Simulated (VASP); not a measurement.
# Nb2Tl (P4/mmm) in VASP: single point with PBE

Aim: the single point of Nb2Tl with PBE.

Everything below comes from runs of VASP 6.6.1. Logs are shortened: lines on timing, memory, paths and dates and some standing lists are left out, and cuts for length are marked.

### 1 The cell of the first run

The structure is tetragonal, space group P4/mmm (No. 123). The conventional cell has a = 3.774 Å, b = 3.774 Å, c = 10.309 Å, α = 90.00°, β = 90.00°, γ = 90.00°. Within 3.6 Å of Nb (site symmetry 4/mmm) lie 12 Nb at 2.67 to 3.57 Å and 2 Tl at 3.56 Å. Nb (site symmetry 4mm) has 1 Nb at 2.38 Å and 4 Tl at 2.92 Å within 3.1 Å. Nb (site symmetry 4/mmm) has 6 Nb at 2.38 to 2.67 Å within 3.1 Å. Within 3.8 Å of Tl (site symmetry 4mm) lie 5 Nb at 2.92 to 3.56 Å and 5 Tl at 3.19 to 3.77 Å.

### 2 Single point, PBE

INCAR reads:

```
ALGO = Fast
EDIFF = 1E-6
ENCUT = 520
GGA = PE
ISIF = 2
ISMEAR = 0
LASPH = T
LCHARG = F
LREAL = F
LWAVE = F
NBANDS = 48
NELM = 80
PREC = Accurate
SIGMA = 0.1
```

KPOINTS reads:

```
k-points
0
Gamma
  10 10 4
```

POSCAR reads:

```
Nb2Tl
1.0
    3.7738852540      0.0000000000      0.0000000000
    0.0000000000      3.7738852540      0.0000000000
    0.0000000000      0.0000000000     10.3085040125
Nb Tl
4 2
Direct
    0.0000000000      0.0000000000      0.0000000000
    0.5000000000      0.5000000000      0.2305378580
    0.5000000000      0.5000000000      0.7694621420
    0.5000000000      0.5000000000      0.0000000000
    0.0000000000      0.0000000000      0.3454183420
    0.0000000000      0.0000000000      0.6545816580
```

Potentials or basis: VASP PAW PBE potentials, release 64 (Nb_sv, Tl_d).

Started as:

```sh
$ cat potpaw_PBE.64/Nb_sv/POTCAR potpaw_PBE.64/Tl_d/POTCAR > POTCAR
$ mpirun -np 1 vasp_std > vasp.out
```

OUTCAR:

```text
EDIFF = 1E-6
   ENCUT = 520
   GGA = PE
   ISIF = 2
   ISMEAR = 0
   LASPH = T
   LREAL = F
   NELM = 80
   PREC = Accurate

 ion  position               nearest neighbor table
   1  0.000  0.000  0.000-   4 2.67   4 2.67   4 2.67   4 2.67   6 3.56   5 3.56
   2  0.500  0.500  0.231-   4 2.38   5 2.92   5 2.92   5 2.92   5 2.92
   3  0.500  0.500  0.769-   4 2.38   6 2.92   6 2.92   6 2.92   6 2.92
   4  0.500  0.500  0.000-   2 2.38   3 2.38   1 2.67   1 2.67   1 2.67   1 2.67
   5  0.000  0.000  0.345-   2 2.92   2 2.92   2 2.92   2 2.92   6 3.19   1 3.56
   6  0.000  0.000  0.655-   3 2.92   3 2.92   3 2.92   3 2.92   5 3.19   1 3.56

  LATTYP: Found a simple tetragonal cell.
 ALAT       =     3.7738852540
 C/A-ratio  =     2.7315361540

  Lattice vectors:

 A1 = (   3.7738852540,   0.0000000000,   0.0000000000)
 A2 = (   0.0000000000,   3.7738852540,   0.0000000000)
 A3 = (   0.0000000000,   0.0000000000,  10.3085040125)

Analysis of symmetry for initial positions (statically):
=====================================================================
 Subroutine PRICEL returns:
 Original cell was already a primitive cell.

 Routine SETGRP: Setting up the symmetry group for a
 simple tetragonal supercell.

 Subroutine GETGRP returns: Found 16 space group operations
 (whereof 16 operations were pure point group operations)
 out of a pool of 16 trial point group operations.

The static configuration has the point symmetry D_4h.

Analysis of symmetry for dynamics (positions and initial velocities):
=====================================================================
 Subroutine PRICEL returns:
 Original cell was already a primitive cell.

 Routine SETGRP: Setting up the symmetry group for a
 simple tetragonal supercell.

 Subroutine GETGRP returns: Found 16 space group operations
 (whereof 16 operations were pure point group operations)
 out of a pool of 16 trial point group operations.

The dynamic configuration has the point symmetry D_4h.

 Subroutine INISYM returns: Found 16 space group operations
 (whereof 16 operations are pure point group operations),
 and found     1 'primitive' translations

----------------------------------------------------------------------------------------

                                     Primitive cell

  volume of cell :     146.8159

  direct lattice vectors                    reciprocal lattice vectors
     3.773885254  0.000000000  0.000000000     0.264978910  0.000000000  0.000000000
     0.000000000  3.773885254  0.000000000     0.000000000  0.264978910  0.000000000
     0.000000000  0.000000000 10.308504013     0.000000000  0.000000000  0.097007286

[... 98 lines left out ...]
   ISYM   =      2    0-nonsym 1-usesym 2-fastsym
   POTIM  = 0.5000    time-step for ionic-motion
   TEBEG  =    0.0;   TEEND  =   0.0 temperature during run
   PSTRESS=    0.0 pullay stress
   NELECT =      78.0000    total number of electrons
   NUPDOWN=      -1.0000    fix difference up-down
   EMIN   =  10.00;   EMAX   =-10.00  energy-range for DOS
   EFERMI =   0.00;   METHOD = LEGACY
   ISMEAR =     0;   SIGMA  =   0.10  broadening in eV -4-tet -1-fermi 0-gaus
   EFERMI_NEDOS =   21; number of points for ismear=-14 and -15
   IALGO  =     68    algorithm
   IMIX   =      4    mixing-type and parameters
     AMIX     =   0.40;   BMIX     =  1.00
     AMIX_MAG =   1.60;   BMIX_MAG =  1.00
  volume/ion in A,a.u.               =      24.47       165.13
  Fermi-wavevector in a.u.,A,eV,Ry     =   1.325914  2.505614 23.919694  1.758048
  Thomas-Fermi vector in A             =   2.455340
   LORBIT       =      0    0 simple, 1 ext, 2 COOP (PROOUT), +10 PAW based schemes
   GGA     = PE    functional components
   LHFCALC =     F    Hartree Fock is set to
   AEXX    =    0.0000 exact exchange contribution
   IVDW    =     0    specifies the selected vdW correction
   LEPSILON=     F    determine dielectric tensor
   LRPA    =     F    only Hartree local field effects (RPA)
 non-spin polarized calculation
 RMM-DIIS sequential band-by-band and
 Gauss-broadening in eV      SIGMA  =   0.10
  energy-cutoff  :      520.00
  volume of cell :      146.82
 maximum number of plane-waves:      3996
   NGX = 15   NGY = 15   NGZ = 39

 number of electron      77.9999999 magnetization

 Free energy of the ion-electron system (eV)
  ---------------------------------------------------
  ext. energy  EPLUGINS =         0.00000000
  ---------------------------------------------------
  free energy    TOTEN  =       -39.80422114 eV

  energy without entropy =      -39.77555721  energy(sigma->0) =      -39.78988918

 E-fermi :   7.7037     XC(G=0): -10.7057

 val. band max:        7.6976597792   @ k =   0.4000   0.2000   0.0000
 cond. band min:       7.7074315028   @ k =   0.1000   0.1000   0.2500
 fundamental gap:      0.0097717236
 Fermi energy:         7.7037010702

 k-point     1 :       0.0000    0.0000    0.0000
  band No.  band energies     occupation
      1     -47.5413      2.00000
      2     -47.4838      2.00000
      3     -47.2485      2.00000
      4     -46.3130      2.00000
      5     -24.6221      2.00000
      6     -23.7298      2.00000
[... 1213 lines left out ...]
     47      10.5953      0.00000
     48      11.0776      0.00000

 [... further k-points ...]

------------------------ aborting loop because EDIFF is reached ----------------------------------------

  FORCE on cell =-STRESS in cart. coord.  units (eV):
  Direction    XX          YY          ZZ          XY          YZ          ZX
  --------------------------------------------------------------------------------------
  -------------------------------------------------------------------------------------
  Total       -0.0454484     -0.0454484     -0.0321164      0.0000000      0.0000000      0.0000000
  in kB       -0.4959710     -0.4959710     -0.3504810      0.0000000      0.0000000      0.0000000
  external PRESSURE =      -0.4474743 kB  Pullay stress =       0.0000000 kB

 VOLUME and BASIS-vectors are now :
 -----------------------------------------------------------------------------
  energy-cutoff  :      520.00
  volume of cell :      146.82
      direct lattice vectors                 reciprocal lattice vectors
     3.773885254  0.000000000  0.000000000     0.264978910  0.000000000  0.000000000
     0.000000000  3.773885254  0.000000000     0.000000000  0.264978910  0.000000000
     0.000000000  0.000000000 10.308504013     0.000000000  0.000000000  0.097007286

 POSITION                                       TOTAL-FORCE (eV/Angst)
 -----------------------------------------------------------------------------------
      0.00000      0.00000      0.00000         0.000000      0.000000      0.000000
      1.88694      1.88694      2.37650         0.000000     -0.000000     -0.007157
      1.88694      1.88694      7.93200        -0.000000     -0.000000      0.007157
      1.88694      1.88694      0.00000         0.000000      0.000000      0.000000
      0.00000      0.00000      3.56075         0.000000      0.000000      0.002427
      0.00000      0.00000      6.74776         0.000000      0.000000     -0.002427
 -----------------------------------------------------------------------------------
    total drift:                                0.000000      0.000000     -0.000000

  FREE ENERGIE OF THE ION-ELECTRON SYSTEM (eV)
  ---------------------------------------------------
  free  energy   TOTEN  =       -39.8042211429 eV

  energy  without entropy=      -39.7755572120  energy(sigma->0) =      -39.78988918
```

Run time: 14 min. Hardware: 1 thread of Intel Xeon Platinum 8488C (Sapphire Rapids), shared host; peak memory 0.48 GiB.

Results:

```yaml
Free_energy: -39.8042 eV
Pressure: 0.0 GPa
Largest_force: 0.007 eV/Å
Band_gap_on_the_k_mesh: zero (bands 39 and 40 overlap by 0.61 eV)
```

Forces in eV/Å, atoms in the order of the input:
```
Nb   0.000  0.000  0.000
Nb   0.000  0.000 -0.007
Nb   0.000  0.000  0.007
Nb   0.000  0.000  0.000
Tl   0.000  0.000  0.002
Tl   0.000  0.000 -0.002
```

Caveat: spin-orbit coupling is left out, which moves the levels of the heavy elements.
